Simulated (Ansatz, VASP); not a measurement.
This is a calculation of Ru for VASP 6.6.1.

INCAR

```
  PREC = Accurate
  ENCUT = 600
  EDIFF = 1E-7
  ISMEAR = -1
  SIGMA = 0.05
  LREAL = F
  LASPH = T
  NELM = 80
  ALGO = Normal
  ISIF = 3
  LWAVE = F
  LCHARG = F
  GGA = PE
  IVDW = 12
  IBRION = 2
  NSW = 60
  EDIFFG = -0.01
```

KPOINTS

```
regular mesh
0
Gamma
  11 11 6
```

File POSCAR:

```
Ru
1.0
    2.7058000000      0.0000000000      0.0000000000
   -1.3529000000      2.3432915376      0.0000000000
    0.0000000000      0.0000000000      4.2819000000
Ru
2
Direct
    0.6666666667      0.3333333333      0.7500000000
    0.3333333333      0.6666666667      0.2500000000
```

Potentials or basis: VASP PAW PBE potentials, release 64 (Ru_pv).

Run with:

```console
$ cat potpaw_PBE.64/Ru_pv/POTCAR > POTCAR
$ mpirun -np 1 vasp_std > vasp.out
```

**Question.** Set up the same calculation for Ansatz 0.2.0. Potentials there: Ansatz PAW.

**Answer.** As run (the cutoff follows the program's own potentials):

input.yaml

```yaml
crystal:
  lattice:
    - [2.7058, 0.0, 0.0]
    - [-1.3529, 2.3432915376, 0.0]
    - [0.0, 0.0, 4.2819]
  atoms:
    - { symbol: Ru, position: [0.6666666667, 0.3333333333, 0.75] }
    - { symbol: Ru, position: [0.3333333333, 0.6666666667, 0.25] }
hamiltonian:
  xc: pbe
  pseudopotentials: { kind: paw }
  dispersion: d3bj
kpoints:
  mp_grid: { grid: [11, 11, 6] }
scf:
  occupations: { method: fermi_dirac, width: 0.05 }
output:
  forces: true
  stress: true
relax:
  f_tol: 0.01
  max_steps: 40
  cell: { stress_tol: 0.05 }
```

Potentials or basis: Ansatz PAW.

Launch:

```sh
$ ansatz run input.yaml --threads 2 --pin off --max-ram 5632MiB --backend cpu --events-out ev --progress --plain --runs-dir out
```

Both were run:

|  | VASP | Ansatz | Ansatz less VASP |
| --- | --- | --- | --- |
| relaxed volume (Å³/atom) | 13.44 | 13.45 | +0.003 |
| relaxed cell length with the largest relative difference (Å) | 4.268 | 4.269 | +0.0012 |

VASP's potentials hold 28 valence electrons a cell and Ansatz's 32, so a difference there can come from the potentials and not from the codes.

Noted on Ansatz's run: the plane-wave basis is chosen anew once the cell has moved, so the energies of steps on either side of that aren't comparable.
